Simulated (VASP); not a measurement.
# W (Fm-3m) in VASP: further runs

W is run at these levels: LDA; tasks: single point.

Program: VASP 6.6.1. These are calculated values, not measurements. Logs are shortened: lines on timing, memory, paths and dates and some standing lists are left out, and cuts for length are marked.

### Step 1. The cell of the first run

The structure is cubic, space group Fm-3m (No. 225). Conventional cell: a = 3.973 Å, b = 3.973 Å, c = 3.973 Å, α = 90.00°, β = 90.00°, γ = 90.00°. Within 3.7 Å of W (site symmetry m-3m) lie 12 W at 2.81 Å.

### Step 2. Single point, LDA

INCAR

```
SYSTEM = W
ALGO = Normal
EDIFF = 1E-6
ENCUT = 500
GGA = CA
GGA_COMPAT = .FALSE.
ISIF = 2
ISMEAR = 0
LASPH = .TRUE.
LCHARG = .TRUE.
LELF = .TRUE.
LREAL = .FALSE.
LVHAR = .TRUE.
LWAVE = .FALSE.
NBANDS = 13
NELM = 120
PREC = Accurate
SIGMA = 0.1
```

KPOINTS

```
k-points
0
G
  8 8 8
  0 0 0
```

POSCAR

```
W
1.0
    0.0000000000      1.9864787844      1.9864787844
    1.9864787844      0.0000000000      1.9864787844
    1.9864787844      1.9864787844      0.0000000000
W
1
Direct
    0.0000000000      0.0000000000      0.0000000000
```

Potentials or basis: VASP PAW LDA potentials, release 64 (W_sv).

Command:

```sh
$ cat potpaw_LDA.64/W_sv/POTCAR > POTCAR
$ mpirun -np 1 vasp_std > vasp.out
```

OUTCAR:

```text
SYSTEM = W
   EDIFF = 1E-6
   ENCUT = 500
   GGA = CA
   ISIF = 2
   ISMEAR = 0
   LASPH = .TRUE.
   LREAL = .FALSE.
   NELM = 120
   PREC = Accurate

 ion  position               nearest neighbor table
   1  0.000  0.000  0.000-

  LATTYP: Found a face centered cubic cell.
 ALAT       =     3.9729575688

  Lattice vectors:

 A1 = (   0.0000000000,   1.9864787844,   1.9864787844)
 A2 = (   1.9864787844,   0.0000000000,   1.9864787844)
 A3 = (   1.9864787844,   1.9864787844,   0.0000000000)

Analysis of symmetry for initial positions (statically):
=====================================================================
 Subroutine PRICEL returns:
 Original cell was already a primitive cell.

 Routine SETGRP: Setting up the symmetry group for a
 face centered cubic supercell.

 Subroutine GETGRP returns: Found 48 space group operations
 (whereof 48 operations were pure point group operations)
 out of a pool of 48 trial point group operations.

The static configuration has the point symmetry O_h .

Analysis of symmetry for dynamics (positions and initial velocities):
=====================================================================
 Subroutine PRICEL returns:
 Original cell was already a primitive cell.

 Routine SETGRP: Setting up the symmetry group for a
 face centered cubic supercell.

 Subroutine GETGRP returns: Found 48 space group operations
 (whereof 48 operations were pure point group operations)
 out of a pool of 48 trial point group operations.

The dynamic configuration has the point symmetry O_h .

 Subroutine INISYM returns: Found 48 space group operations
 (whereof 48 operations are pure point group operations),
 and found     1 'primitive' translations

----------------------------------------------------------------------------------------

                                     Primitive cell

  volume of cell :      15.6777

  direct lattice vectors                    reciprocal lattice vectors
     0.000000000  1.986478784  1.986478784    -0.251701656  0.251701656  0.251701656
     1.986478784  0.000000000  1.986478784     0.251701656 -0.251701656  0.251701656
     1.986478784  1.986478784  0.000000000     0.251701656  0.251701656 -0.251701656

  length of vectors
     2.809305238  2.809305238  2.809305238     0.435960057  0.435960057  0.435960057

  position of ions in fractional coordinates (direct lattice)
     0.000000000  0.000000000  0.000000000

  ion indices of the primitive-cell ions
   primitive index   ion index
                 1           1

----------------------------------------------------------------------------------------

 KPOINTS: k-points

Automatic generation of k-mesh.
 Grid dimensions read from file:
 generate k-points for:    8    8    8

 Generating k-lattice:

  Cartesian coordinates                     Fractional coordinates (reciprocal lattice)
    -0.031462707  0.031462707  0.031462707     0.125000000  0.000000000  0.000000000
     0.031462707 -0.031462707  0.031462707     0.000000000  0.125000000  0.000000000
     0.031462707  0.031462707 -0.031462707     0.000000000  0.000000000  0.125000000

  Length of vectors
     0.054495007  0.054495007  0.054495007

  Shift w.r.t. Gamma in fractional coordinates (k-lattice)
     0.000000000  0.000000000  0.000000000

 Subroutine IBZKPT returns following result:
 ===========================================

 Found     29 irreducible k-points:

 Following reciprocal coordinates:
            Coordinates               Weight
  0.000000  0.000000  0.000000      1.000000
  0.125000  0.000000  0.000000      8.000000
  0.250000  0.000000  0.000000      8.000000
  0.375000  0.000000  0.000000      8.000000
  0.500000  0.000000  0.000000      4.000000
  0.125000  0.125000  0.000000      6.000000
[... 16 lines left out ...]
  0.500000  0.250000  0.125000     48.000000
 -0.375000  0.250000  0.125000     24.000000
 [... further k-points ...]
   k-points           NKPTS =     29   k-points in BZ     NKDIM =     29   number of bands    NBANDS=     13
   number of dos      NEDOS =    301   number of ions     NIONS =      1
   total plane-waves  NPLWV =   8000
   dimension x,y,z NGX =    20 NGY =   20 NGZ =   20
   dimension x,y,z NGXF=    40 NGYF=   40 NGZF=   40
   ions per type =               1
   NGX,Y,Z   is equivalent  to a cutoff of  11.84, 11.84, 11.84 a.u.
   NGXF,Y,Z  is equivalent  to a cutoff of  23.67, 23.67, 23.67 a.u.
 SYSTEM =  W
   PREC   = accura    normal or accurate (medium, high low for compatibility)
   ISTART =      0    job   : 0-new  1-cont  2-samecut
   ICHARG =      2    charge: 1-file 2-atom 10-const
   ISPIN  =      1    spin polarized calculation?
   LNONCOLLINEAR =      F non collinear calculations
   LSORBIT =      F    spin-orbit coupling
   LASPH  =      T    aspherical Exc in radial PAW
   ENCUT  =  500.0 eV  36.75 Ry    6.06 a.u.   5.12  5.12  5.12*2*pi/ulx,y,z
   NELM   =    120;   NELMIN=  2; NELMDL= -5     # of ELM steps
   EDIFF  = 0.1E-05   stopping-criterion for ELM
   LREAL  =      F    real-space projection
   EDIFFG = 0.1E-04   stopping-criterion for IOM
   NSW    =      0    number of steps for IOM
   IBRION =     -1    ionic relax: 0-MD 1-quasi-New 2-CG
   NFREE  =      0    steps in history (QN), initial steepest desc. (CG)
   ISIF   =      2    stress and relaxation
   ISYM   =      2    0-nonsym 1-usesym 2-fastsym
   POTIM  = 0.5000    time-step for ionic-motion
   TEBEG  =    0.0;   TEEND  =   0.0 temperature during run
   PSTRESS=    0.0 pullay stress
   NELECT =      14.0000    total number of electrons
   NUPDOWN=      -1.0000    fix difference up-down
   EMIN   =  10.00;   EMAX   =-10.00  energy-range for DOS
   EFERMI =   0.00;   METHOD = LEGACY
   ISMEAR =     0;   SIGMA  =   0.10  broadening in eV -4-tet -1-fermi 0-gaus
   EFERMI_NEDOS =   21; number of points for ismear=-14 and -15
   IALGO  =     38    algorithm
   IMIX   =      4    mixing-type and parameters
     AMIX     =   0.40;   BMIX     =  1.00
     AMIX_MAG =   1.60;   BMIX_MAG =  1.00
  volume/ion in A,a.u.               =      15.68       105.80
  Fermi-wavevector in a.u.,A,eV,Ry     =   1.576486  2.979127 33.814690  2.485310
  Thomas-Fermi vector in A             =   2.677312
   LORBIT       =      0    0 simple, 1 ext, 2 COOP (PROOUT), +10 PAW based schemes
   GGA     = CA    functional components
   LHFCALC =     F    Hartree Fock is set to
   AEXX    =    0.0000 exact exchange contribution
   IVDW    =     0    specifies the selected vdW correction
   LEPSILON=     F    determine dielectric tensor
   LRPA    =     F    only Hartree local field effects (RPA)
 non-spin polarized calculation
 Gauss-broadening in eV      SIGMA  =   0.10
  energy-cutoff  :      500.00
  volume of cell :       15.68
 maximum number of plane-waves:       415
   NGX = 11   NGY = 11   NGZ = 11

 number of electron      13.9999996 magnetization

 Free energy of the ion-electron system (eV)
  ---------------------------------------------------
  ext. energy  EPLUGINS =         0.00000000
  ---------------------------------------------------
  free energy    TOTEN  =       -13.62121963 eV

  energy without entropy =      -13.61350182  energy(sigma->0) =      -13.61736073

 E-fermi :  10.9260     XC(G=0): -13.8818

 val. band max:       10.8476316937   @ k =   0.2500   0.1250   0.0000
 cond. band min:      10.9264029538   @ k =   0.5000   0.1250   0.0000
 fundamental gap:      0.0787712600
 Fermi energy:        10.9259691498

 k-point     1 :       0.0000    0.0000    0.0000
  band No.  band energies     occupation
      1     -62.1560      2.00000
      2     -25.9669      2.00000
      3     -25.9669      2.00000
      4     -25.9669      2.00000
      5       1.8656      2.00000
      6      10.3473      2.00000
      7      10.3473      2.00000
      8      10.3473      2.00000
      9      13.6505      0.00000
     10      13.6505      0.00000
     11      23.9189      0.00000
     12      29.3114      0.00000
     13      29.3114      0.00000

 k-point     2 :       0.1250    0.0000    0.0000
  band No.  band energies     occupation
      1     -62.1363      2.00000
      2     -26.1801      2.00000
      3     -25.9939      2.00000
      4     -25.9939      2.00000
      5       2.5680      2.00000
      6       9.8648      2.00000
      7      10.6451      1.99993
      8      10.6451      1.99993
      9      13.4052      0.00000
     10      13.4052      0.00000
     11      25.2157      0.00000
     12      27.2744      0.00000
     13      30.6385      0.00000

 k-point     3 :       0.2500    0.0000    0.0000
  band No.  band energies     occupation
      1     -62.0888      2.00000
      2     -26.6732      2.00000
      3     -26.0583      2.00000
      4     -26.0583      2.00000
      5       4.1641      2.00000
      6       9.3716      2.00000
      7      10.8032      1.91754
      8      10.8032      1.91754
      9      13.7419      0.00000
     10      13.7419      0.00000
     11      24.2766      0.00000
     12      28.3712      0.00000
     13      34.0876      0.00000

 k-point     4 :       0.3750    0.0000    0.0000
  band No.  band energies     occupation
      1     -62.0410      2.00000
      2     -27.1396      2.00000
      3     -26.1217      2.00000
      4     -26.1217      2.00000
      5       5.0911      2.00000
      6      10.3373      2.00000
      7      10.3373      2.00000
      8      10.5539      2.00000
      9      15.3248      0.00000
     10      15.3248      0.00000
     11      22.6325      0.00000
     12      25.9482      0.00000
     13      32.2071      0.00000

 k-point     5 :       0.5000    0.0000    0.0000
  band No.  band energies     occupation
      1     -62.0211      2.00000
      2     -27.3259      2.00000
      3     -26.1477      2.00000
      4     -26.1477      2.00000
      5       5.1698      2.00000
      6      10.0948      2.00000
      7      10.0948      2.00000
      8      11.9436      0.00000
      9      16.3231      0.00000
     10      16.3231      0.00000
     11      21.9907      0.00000
     12      23.5782      0.00000
     13      30.1563      0.00000
[... 257 lines left out ...]
 k-point    22 :       0.3750    0.2500    0.1250
  band No.  band energies     occupation
      1     -62.0534      2.00000
      2     -26.7872      2.00000
      3     -26.3139      2.00000
      4     -26.1432      2.00000
      5       5.5873      2.00000
      6       8.2180      2.00000
      7       9.9234      2.00000
      8      12.5488      0.00000
      9      12.6778      0.00000
     10      15.9324      0.00000
     11      26.2370      0.00000
     12      29.6613      0.00000
     13      29.9714      0.00000

 k-point    23 :       0.5000    0.2500    0.1250
  band No.  band energies     occupation
      1     -62.0149      2.00000
      2     -27.0366      2.00000
      3     -26.4648      2.00000
      4     -26.2212      2.00000
      5       6.6920      2.00000
      6       8.5492      2.00000
      7       9.1860      2.00000
      8      12.0347      0.00000
      9      14.7075      0.00000
     10      17.9311      0.00000
     11      23.3652      0.00000
     12      27.6117      0.00000
     13      28.4092      0.00000

 k-point    24 :      -0.3750    0.2500    0.1250
  band No.  band energies     occupation
      1     -61.9989      2.00000
      2     -27.1428      2.00000
      3     -26.5120      2.00000
      4     -26.2633      2.00000
      5       6.8384      2.00000
      6       8.2777      2.00000
      7      10.1530      2.00000
      8      11.6788      0.00000
      9      15.7647      0.00000
     10      19.3415      0.00000
     11      20.7573      0.00000
     12      27.1104      0.00000
     13      28.7796      0.00000

 [... further k-points ...]

------------------------ aborting loop because EDIFF is reached ----------------------------------------

  FORCE on cell =-STRESS in cart. coord.  units (eV):
  Direction    XX          YY          ZZ          XY          YZ          ZX
  --------------------------------------------------------------------------------------
  -------------------------------------------------------------------------------------
  Total        0.1868394      0.1868394      0.1868394      0.0000000      0.0000000     -0.0000000
  in kB       19.0940126     19.0940126     19.0940126      0.0000000      0.0000000     -0.0000000
  external PRESSURE =      19.0940126 kB  Pullay stress =       0.0000000 kB

 VOLUME and BASIS-vectors are now :
 -----------------------------------------------------------------------------
  energy-cutoff  :      500.00
  volume of cell :       15.68
      direct lattice vectors                 reciprocal lattice vectors
     0.000000000  1.986478784  1.986478784    -0.251701656  0.251701656  0.251701656
     1.986478784  0.000000000  1.986478784     0.251701656 -0.251701656  0.251701656
     1.986478784  1.986478784  0.000000000     0.251701656  0.251701656 -0.251701656

 POSITION                                       TOTAL-FORCE (eV/Angst)
 -----------------------------------------------------------------------------------
      0.00000      0.00000      0.00000        -0.000000     -0.000000     -0.000000
 -----------------------------------------------------------------------------------
    total drift:                                0.000000      0.000000      0.000000

  FREE ENERGIE OF THE ION-ELECTRON SYSTEM (eV)
  ---------------------------------------------------
  free  energy   TOTEN  =       -13.6212196309 eV

  energy  without entropy=      -13.6135018221  energy(sigma->0) =      -13.61736073
```

Wall time 8.6 s (1 thread of Intel Xeon 8259CL, shared host); peak memory 0.12 GiB.

Results:

| Quantity | Value |
| --- | --- |
| Free energy | -13.6212 eV |
| Pressure | 1.9 GPa |
| Band gap on the k mesh | zero (band 7 reaches 14.46 eV, above the bottom of band 8 at 10.35 eV) |

Levels at points of the mesh, in eV from the Fermi level:
```tsv
k point	band 3	band 4	band 5	band 6	band 7	band 8	band 9	band 10	band 11	band 12
(0.00, 0.00, 0.00)	-36.89	-36.89	-9.06	-0.58	-0.58	-0.58	2.72	2.72	12.99	18.39
(0.50, 0.00, 0.00)	-37.07	-37.07	-5.76	-0.83	-0.83	1.02	5.40	5.40	11.06	12.65
(0.50, 0.50, 0.00)	-37.38	-37.38	-5.73	-4.75	3.54	5.35	6.20	6.20	12.28	12.28
```

Caveat: spin-orbit coupling is left out, which moves the levels of the heavy elements.

### Step 3. Single point, LDA

INCAR

```
SYSTEM = W
ALGO     = Normal         ! electronic algorithm
EDIFF    = 1E-6           ! SCF threshold, eV
ENCUT    = 500            ! plane-wave cutoff, eV
GGA_COMPAT= .False.      
ISIF     = 2              ! what is computed and relaxed
ISMEAR   = 0              ! smearing method
LASPH    = .True.         ! aspherical terms in the spheres
LCHARG   = .False.        ! write CHGCAR
LREAL    = .False.        ! projectors in reciprocal space
LWAVE    = .False.        ! write WAVECAR
NBANDS   = 13             ! bands
NELM     = 120            ! most SCF steps
PREC     = Accurate       ! precision mode
SIGMA    = 0.1            ! smearing width, eV
```

KPOINTS

```
k-points
0
Gamma
  18 18 18
  0 0 0
```

POSCAR is that of step 2.

Potentials or basis: VASP PAW LDA potentials, release 64 (W_sv).

Command:

```sh
$ cat potpaw_LDA.64/W_sv/POTCAR > POTCAR
$ mpirun -np 1 vasp_std > vasp.out
```

Run time: 10 s. Hardware: 1 thread of Intel Xeon 6975P-C (Granite Rapids), shared host; peak memory 0.15 GiB.

The run converged. Its results:

* Free energy: -13.6147 eV
* Pressure: 1.8 GPa
* Band gap on the k mesh: zero (band 7 reaches 14.47 eV, above the bottom of band 8 at 10.36 eV)

Levels at points of the mesh, in eV from the Fermi level:
```
           k point  band 3  band 4  band 5  band 6  band 7  band 8  band 9  band 10  band 11  band 12
(0.00, 0.00, 0.00)  -36.93  -36.93   -9.11   -0.62   -0.62   -0.62    2.68     2.68    12.95    18.33
(0.50, 0.00, 0.00)  -37.11  -37.11   -5.80   -0.88   -0.88    0.96    5.35     5.35    11.02    12.60
(0.50, 0.50, 0.00)  -37.42  -37.42   -5.79   -4.79    3.49    5.30    6.16     6.16    12.23    12.23
```

Caveat: spin-orbit coupling is left out, which moves the levels of the heavy elements.

[end of part 1 of 2]
